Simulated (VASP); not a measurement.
Runs of VASP 6.6.1 on HfC. The structure is that of space group P6_3/mmc (No. 194), or close to it. The cells are those of the table. 

```csv
task,cell,cutoff (eV),gap on the mesh (eV),pressure (GPa)
relaxation of cell and atoms,"relaxed to 2 GPa from a = 3.343, b = 3.343, c = 5.203 Å, angles 90.0, 90.0, 120.0°, 4 atoms",600,none,2.0
single point,"a = 3.232, b = 3.232, c = 5.123 Å, angles 90.0, 90.0, 120.0°, 4 atoms",520,none,8.7
relaxation of cell and atoms,"relaxed to 4 GPa from a = 3.343, b = 3.343, c = 5.203 Å, angles 90.0, 90.0, 120.0°, 4 atoms",600,none,4.0
relaxation of cell and atoms,"relaxed to 6 GPa from a = 3.343, b = 3.343, c = 5.203 Å, angles 90.0, 90.0, 120.0°, 4 atoms",600,none,6.0
single point,"a = 3.247, b = 3.247, c = 5.148 Å, angles 90.0, 90.0, 120.0°, 4 atoms",520,none,4.6
relaxation of cell and atoms,"relaxed to 8 GPa from a = 3.343, b = 3.343, c = 5.203 Å, angles 90.0, 90.0, 120.0°, 4 atoms",600,none,8.0
single point,"a = 3.240, b = 3.240, c = 5.135 Å, angles 90.0, 90.0, 120.0°, 4 atoms",520,none,(a)
relaxation of cell and atoms,"relaxed from a = 3.343, b = 3.343, c = 5.203 Å, angles 90.0, 90.0, 120.0°, 4 atoms",600,none,0.0
```

Alike in all rows: level LDA; potentials or basis VASP PAW LDA potentials, release 64 (Hf_pv, C); no spin polarisation; k mesh 7 × 7 × 4; smearing fermi-dirac 0.05 eV.

Task: Estimate the missing entries.

Result: (a) 6.7.

Caveats: spin-orbit coupling is left out, which moves the levels of the heavy elements; the cell is relaxed towards a set pressure, so the run minimises the enthalpy, not the energy (at least some runs); the cell stands under pressure (at least some runs).

A k mesh can miss the band edges, and the runs leave out spin-orbit coupling on Hf.

A gap of «none» marks levels without a gap at the run's occupations.
